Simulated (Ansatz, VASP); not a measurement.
# Two plane-wave programs on SiC

File POSCAR:

```
SiC
1.0
    0.0000000000      2.1780523510      2.0909302570
    2.1780523510      0.0000000000      2.0909302570
    2.1780523510      2.1780523510      0.0000000000
Si C
1 1
Direct
    0.0000000000      0.0000000000      0.0000000000
    0.2500000000      0.2500000000      0.2500000000
```

INCAR.step1

```
PREC = Accurate ; ENCUT = 520
ISMEAR = 0 ; SIGMA = 0.01
LREAL = F ; LASPH = T
NELM = 100 ; NBANDS = 11
GGA = PE ; ALGO = Normal
EDIFF = 1E-4 ; LWAVE = T
LCHARG = F
```

Contents of INCAR.step2:

```
PREC = Accurate ; ENCUT = 520
EDIFF = 1E-6 ; ISMEAR = 0
SIGMA = 0.01 ; LREAL = F
LASPH = T ; NELM = 100
ALGO = Normal ; ISIF = 2
LWAVE = F ; LCHARG = F
METAGGA = R2SCAN ; LMIXTAU = T
NBANDS = 11 ; ISTART = 1
```

The input KPOINTS:

```
regular mesh
0
Gamma
  10 10 10
```

Input for Ansatz:

```yaml
crystal:
  lattice:
    - [0.0, 2.178052351, 2.090930257]
    - [2.178052351, 0.0, 2.090930257]
    - [2.178052351, 2.178052351, 0.0]
  atoms:
    - { symbol: Si, position: [0.0, 0.0, 0.0] }
    - { symbol: C, position: [0.25, 0.25, 0.25] }
kpoints:
  mp_grid: { grid: [10, 10, 10] }
  band_path:
    path:
      - [0.0, 0.0, 0.0]
      - [-0.5, -0.5, 0.0]
      - [-0.375, -0.375, 0.25]
      - [-0.375, 0.0, 0.375]
      - [0.0, 0.0, 0.5]
      - [-0.5, -0.25, 0.25]
    npoints: 1
hamiltonian:
  xc: r2scan
scf:
  occupations: { method: fixed }
  n_extra_bands: 4
output:
  forces: true
  stress: true
  eigenvalues: true
```

Change from the starting cell: uniaxial_z strain -4.0%.

Alike in both runs: task single point; functional r2SCAN; k mesh 10 × 10 × 10; no spin polarisation.

```csv
,VASP,Ansatz
version,VASP 6.6.1,Ansatz 0.2.0
potentials or method,"VASP PAW PBE potentials, release 64 (Si, C)","plane waves, PAW"
plane-wave cutoff (eV),520,500
occupations,"gaussian, width 0.01 eV",fixed
valence electrons in the cell,8,8
```

|  | VASP | Ansatz | Ansatz less VASP |
| --- | --- | --- | --- |
| gap on the k mesh at the Fermi level (eV) | 1.26 | 1.25 | -0.011 |
| pressure (GPa) | 9.7 | 9.9 | +0.22 |
| traceless stress, the component that is largest in VASP (GPa) | 7.04 | 7.00 | -0.039 |

VASP's potentials were made for PBE, not for r2SCAN.
